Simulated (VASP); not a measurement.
A run of VASP 6.6.1 is set up as follows.

File INCAR:

```
PREC     = Accurate       # precision mode
ENCUT    = 520            # plane-wave cutoff, eV
EDIFF    = 1E-6           # SCF threshold, eV
ISMEAR   = 0              # smearing method
SIGMA    = 0.15           # smearing width, eV
LREAL    = Auto         
LASPH    = True           # aspherical terms in the spheres
NELM     = 100            # most SCF steps
ALGO     = Normal         # electronic algorithm
ISIF     = 2              # what is computed and relaxed
LWAVE    = False          # write WAVECAR
LCHARG   = True           # write CHGCAR
GGA      = PE             # functional
LELF     = True           # ELF
LVHAR    = True         
NBANDS   = 44             # bands
```

Contents of KPOINTS:

```
Automatic mesh
0
Gamma
  4 4 4
```

Contents of POSCAR:

```
Li16Cu
1.0
    6.9800000000      0.0000000000      0.0000000000
    0.0000000000      6.9800000000      0.0000000000
    0.0000000000      0.0000000000      6.9800000000
Li Cu
16 1
Direct
    0.0102087393     -0.0230895415      0.0154858166
    0.4787674785     -0.0007326648      0.0290455587
    0.0166103152      0.5462035817     -0.0530351003
   -0.0003174785     -0.0064336676      0.4873518625
    0.1510611748      0.3181346705      0.1932593123
    0.4713729226      0.4865217765     -0.0084435530
    0.5905174785     -0.0335691977      0.5311041547
    0.7277369628      0.2473518625      0.2404266476
   -0.0136942693      0.4971014327      0.5161567335
    0.2657716332      0.7470561605      0.2721797994
    0.2488100287      0.2203959885      0.7300816619
    0.4880616046      0.4512535817      0.5003095989
    0.7495997135      0.7119591691      0.2393087393
    0.7672272206      0.2431164756      0.7856637536
    0.2733939828      0.7718690544      0.7156842407
    0.7315167622      0.7288444126      0.7765522923
    0.3374133238      0.1083389685      0.3699408309
```

Potentials or basis: VASP PAW PBE potentials, release 64 (Li_sv, Cu).

Command:

```sh
$ cat potpaw_PBE.64/Li_sv/POTCAR potpaw_PBE.64/Cu/POTCAR > POTCAR
$ mpirun -np 1 vasp_std > vasp.out
```

Q: What does it give for the band gap on the k mesh?

A: Zero (an odd number of electrons rules out a gap without spin polarisation).

Q: Estimate the largest force.

A: 0.016 eV/Å.

Forces in eV/Å, atoms in the order of the input:
```
Li  -0.005  0.006 -0.009
Li   0.000  0.000 -0.007
Li   0.002 -0.001  0.000
Li   0.008  0.002 -0.002
Li  -0.007 -0.002 -0.004
Li  -0.002 -0.010  0.005
Li   0.007  0.002  0.008
Li  -0.007 -0.007  0.004
Li  -0.002  0.006  0.002
Li  -0.003  0.001  0.001
Li  -0.001  0.009  0.004
Li   0.001  0.008 -0.001
Li   0.001  0.001 -0.002
Li  -0.001  0.001 -0.002
Li   0.006 -0.001  0.004
Li  -0.002 -0.003  0.008
Cu   0.006 -0.011 -0.010
```
